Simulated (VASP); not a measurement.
# ZrC (Fm-3m) in VASP: further runs, part 2 of 2

VASP 6.6.1.

## Step 4: Relaxation of cell and atoms, r2SCAN

File POSCAR:

```
ZrC
1.0
    0.0000000000      2.3650000000      2.3650000000
    2.3650000000      0.0000000000      2.3650000000
    2.3650000000      2.3650000000      0.0000000000
Zr C
1 1
Direct
    0.5000000000      0.5000000000      0.5000000000
    0.0000000000      0.0000000000      0.0000000000
```

File INCAR.step1:

```
  ALGO = Normal
  EDIFF = 1E-4
  ENCUT = 600
  GGA = PE
  ISMEAR = -1
  LASPH = T
  LCHARG = F
  LREAL = F
  LWAVE = T
  NELM = 80
  PREC = Accurate
  SIGMA = 0.1
```

File INCAR.step2:

```
  ALGO = Normal
  EDIFF = 1E-6
  EDIFFG = -0.01
  ENCUT = 600
  IBRION = 2
  ISIF = 3
  ISMEAR = -1
  ISTART = 1
  LASPH = T
  LCHARG = F
  LMIXTAU = T
  LREAL = F
  LWAVE = F
  METAGGA = R2SCAN
  NELM = 80
  NSW = 80
  PREC = Accurate
  SIGMA = 0.1
```

File KPOINTS:

```
k-points
0
Gamma
  11 11 11
```

Potentials or basis: VASP PAW PBE potentials, release 64 (Zr_sv, C).

Command:

```console
$ cat potpaw_PBE.64/Zr_sv/POTCAR potpaw_PBE.64/C/POTCAR > POTCAR
$ cp INCAR.step1 INCAR
$ mpirun -np 1 vasp_std > vasp.out
$ cp INCAR.step2 INCAR
$ mpirun -np 1 vasp_std > vasp.out
```

Run time: 2 min. Hardware: 1 thread of Intel Xeon 6975P-C (Granite Rapids), shared host; peak memory 0.19 GiB.

It converged, with:

- Free energy: -34.7278 eV
- Relaxed volume: 13.08 Å³/atom
- Relaxed cell: a = 3.332 Å, b = 3.332 Å, c = 3.332 Å, α = 60.00°, β = 60.00°, γ = 60.00°
- Space group after relaxing (to 0.1 Å): Fm-3m (No. 225)
- Energy gained by relaxing: 1.1 meV/atom
- Ionic steps: 3
- Pressure after relaxing: 0.0 GPa
- Band gap on the k mesh: zero (bands 8 and 9 overlap by 1.32 eV)

Step by step:
```tsv
step	energy change (eV)	largest force (eV/Å)	pressure (GPa)	volume (Å³)
1	0.0000	0.0000	-2.49	26.46
2	0.0044	0.0000	4.48	25.68
3	-0.0023	0.0000	-0.01	26.17
```

Final structure:
```xyz
2
Lattice="0.0000 2.3563 2.3563 2.3563 0.0000 2.3563 2.3563 2.3563 0.0000" Properties=species:S:1:pos:R:3 pbc="T T T"
Zr    2.3563    2.3563    2.3563
C     0.0000    0.0000    0.0000
```

Levels at points of the mesh, in eV from the Fermi level:
```tsv
k point	band 6	band 7	band 8	band 9	band 10	band 11
(0.00, 0.00, 0.00)	0.89	0.89	0.89	1.28	1.28	1.28
```

Caveat: the PAW data sets were made with another functional, which shifts forces and pressure a little.

## Step 5: Relaxation of the atoms, r2SCAN

This run uses another cell than the first one, of 12.29 Å³/atom.

File POSCAR:

```
ZrC
1.0
    0.0000000000      2.3080071600      2.3080071600
    2.3080071600      0.0000000000      2.3080071600
    2.3080071600      2.3080071600      0.0000000000
Zr C
1 1
Direct
    0.5000000000      0.5000000000      0.5000000000
    0.0000000000      0.0000000000      0.0000000000
```

File INCAR.step1:

```
  PREC = Accurate
  ENCUT = 520
  ISMEAR = -1
  SIGMA = 0.1
  LREAL = F
  LASPH = T
  NELM = 80
  GGA = PE
  ALGO = Normal
  EDIFF = 1E-4
  LWAVE = T
  LCHARG = F
```

File INCAR.step2:

```
  PREC = Accurate
  ENCUT = 520
  EDIFF = 1E-6
  ISMEAR = -1
  SIGMA = 0.1
  LREAL = F
  LASPH = T
  NELM = 80
  ALGO = Normal
  ISIF = 2
  LWAVE = F
  LCHARG = F
  METAGGA = R2SCAN
  LMIXTAU = T
  IBRION = 2
  NSW = 50
  EDIFFG = -0.01
  ISTART = 1
```

File KPOINTS:

```
Automatic mesh
0
Gamma
  12 12 12
```

Command:

```console
$ cat potpaw_PBE.64/Zr_sv/POTCAR potpaw_PBE.64/C/POTCAR > POTCAR
$ cp INCAR.step1 INCAR
$ mpirun -np 1 vasp_std > vasp.out
$ cp INCAR.step2 INCAR
$ mpirun -np 1 vasp_std > vasp.out
```

Run time: 27 s. Hardware: 1 thread of Intel Xeon 6975P-C (Granite Rapids), shared host; peak memory 0.16 GiB.

The run converged. Its results:

```
Free energy             : -34.6516 eV
Pressure after relaxing : 16.3 GPa
Band gap on the k mesh  : zero (bands 8 and 9 overlap by 1.34 eV)
```

Final structure:
```cif
data_structure
_symmetry_space_group_name_H-M 'P 1'
_symmetry_Int_Tables_number 1
_cell_length_a 3.2640
_cell_length_b 3.2640
_cell_length_c 3.2640
_cell_angle_alpha 60.000
_cell_angle_beta 60.000
_cell_angle_gamma 60.000
_cell_volume 24.59
loop_
_atom_site_label
_atom_site_type_symbol
_atom_site_fract_x
_atom_site_fract_y
_atom_site_fract_z
_atom_site_occupancy
Zr1 Zr 0.50000 0.50000 0.50000 1
C1 C 0.00000 0.00000 0.00000 1
```

Levels at points of the mesh, in eV from the Fermi level:
| k point | band 5 | band 6 | band 7 | band 8 | band 9 | band 10 | band 11 | band 12 |
| --- | --- | --- | --- | --- | --- | --- | --- | --- |
| (0.00, 0.00, 0.00) | -12.26 | 0.90 | 0.90 | 0.90 | 1.30 | 1.30 | 1.30 | 3.10 |
| (0.50, 0.00, 0.00) | -8.87 | -5.73 | -3.34 | -3.34 | 5.09 | 5.09 | 6.04 | 7.19 |
| (0.50, 0.50, 0.00) | -11.18 | -2.13 | -1.85 | 0.04 | 0.04 | 4.89 | 6.36 | 6.36 |

Caveat: the relaxation stopped at its first step, so nothing moved; the PAW data sets were made with another functional, which shifts forces and pressure a little.

## Step 6: Relaxation of the atoms, r2SCAN

This run uses another cell than the first one, of 12.56 Å³/atom.

File POSCAR:

```
ZrC
1.0
    0.0000000000      2.3242612600      2.3242612600
    2.3242612600      0.0000000000      2.3242612600
    2.3242612600      2.3242612600      0.0000000000
Zr C
1 1
Direct
    0.5000000000      0.5000000000      0.5000000000
    0.0000000000      0.0000000000      0.0000000000
```

File INCAR.step1:

```
SYSTEM = ZrC
  PREC = Accurate
  ENCUT = 520
  ISMEAR = -1
  SIGMA = 0.1
  LREAL = .False.
  LASPH = .True.
  NELM = 80
  GGA = PE
  ALGO = Normal
  EDIFF = 1E-4
  LWAVE = .True.
  LCHARG = .False.
```

File INCAR.step2:

```
SYSTEM = ZrC
  PREC = Accurate
  ENCUT = 520
  EDIFF = 1E-7
  ISMEAR = -1
  SIGMA = 0.1
  LREAL = .False.
  LASPH = .True.
  NELM = 80
  ALGO = Normal
  ISIF = 2
  LWAVE = .False.
  LCHARG = .False.
  METAGGA = R2SCAN
  LMIXTAU = .True.
  IBRION = 2
  NSW = 50
  EDIFFG = -0.01
  ISTART = 1
```

File KPOINTS:

```
regular mesh
0
Gamma
  12 12 12
  0 0 0
```

Potentials or basis: VASP PAW PBE potentials, release 64 (Zr_sv, C).

Command:

```console
$ cat potpaw_PBE.64/Zr_sv/POTCAR potpaw_PBE.64/C/POTCAR > POTCAR
$ cp INCAR.step1 INCAR
$ mpirun -np 1 vasp_std > vasp.out
$ cp INCAR.step2 INCAR
$ mpirun -np 1 vasp_std > vasp.out
```

Run time: 32 s. Hardware: 1 thread of Intel Xeon 6975P-C (Granite Rapids), shared host; peak memory 0.16 GiB.

Results (log left out):

- Free energy: -34.6951 eV
- Pressure after relaxing: 10.3 GPa
- Band gap on the k mesh: zero (bands 8 and 9 overlap by 1.34 eV)

Final structure:
```
Zr C
1.0
     0.00000    2.32426    2.32426
     2.32426    0.00000    2.32426
     2.32426    2.32426    0.00000
Zr C
1 1
Direct
  0.50000 0.50000 0.50000
  0.00000 0.00000 0.00000
```

Levels at points of the mesh, in eV from the Fermi level:
```
           k point  band 5  band 6  band 7  band 8  band 9  band 10  band 11  band 12
(0.00, 0.00, 0.00)  -12.19    0.90    0.90    0.90    1.30     1.30     1.30     3.04
(0.50, 0.00, 0.00)   -8.91   -5.64   -3.26   -3.26    4.97     4.97     5.90     7.09
(0.50, 0.50, 0.00)  -11.08   -2.18   -1.78    0.01    0.01     4.78     6.20     6.20
```

Caveat: the relaxation stopped at its first step, so nothing moved; the PAW data sets were made with another functional, which shifts forces and pressure a little.

## Step 7: Summary

| task | level | potentials or basis | cell | k mesh | cutoff (eV) | gap on the mesh (eV) | pressure (GPa) | relaxed volume (Å³/atom) |
| --- | --- | --- | --- | --- | --- | --- | --- | --- |
| relaxation of cell and atoms | PBEsol | VASP PAW PBE potentials, release 64 (Zr_sv, C) | relaxed from a = 3.345 Å, angles 60.0°, 2 atoms | 11 × 11 × 11 | 600 | none | 0.0 | 12.74 |
| relaxation of cell and atoms | LDA | VASP PAW LDA potentials, release 64 (Zr_sv, C) | relaxed from a = 3.345 Å, angles 60.0°, 2 atoms | 11 × 11 × 11 | 600 | none | -0.1 | 12.53 |
| relaxation of cell and atoms | r2SCAN | VASP PAW PBE potentials, release 64 (Zr_sv, C) | relaxed from a = 3.345 Å, angles 60.0°, 2 atoms | 11 × 11 × 11 | 600 | none | 0.0 | 13.08 |
| relaxation of the atoms | r2SCAN | VASP PAW PBE potentials, release 64 (Zr_sv, C) | atoms relaxed from a = 3.264 Å, angles 60.0°, 2 atoms | 12 × 12 × 12 | 520 | none | 16.3 | - |
| relaxation of the atoms | r2SCAN | VASP PAW PBE potentials, release 64 (Zr_sv, C) | atoms relaxed from a = 3.287 Å, angles 60.0°, 2 atoms | 12 × 12 × 12 | 520 | none | 10.3 | - |

Alike in all rows: no spin polarisation; smearing fermi-dirac 0.1 eV.

Caveats: the PAW data sets were made with another functional, which shifts forces and pressure a little (at least some runs); the relaxation stopped at its first step, so nothing moved (at least some runs).

Absolute energies hang on the potentials; compare differences alone.
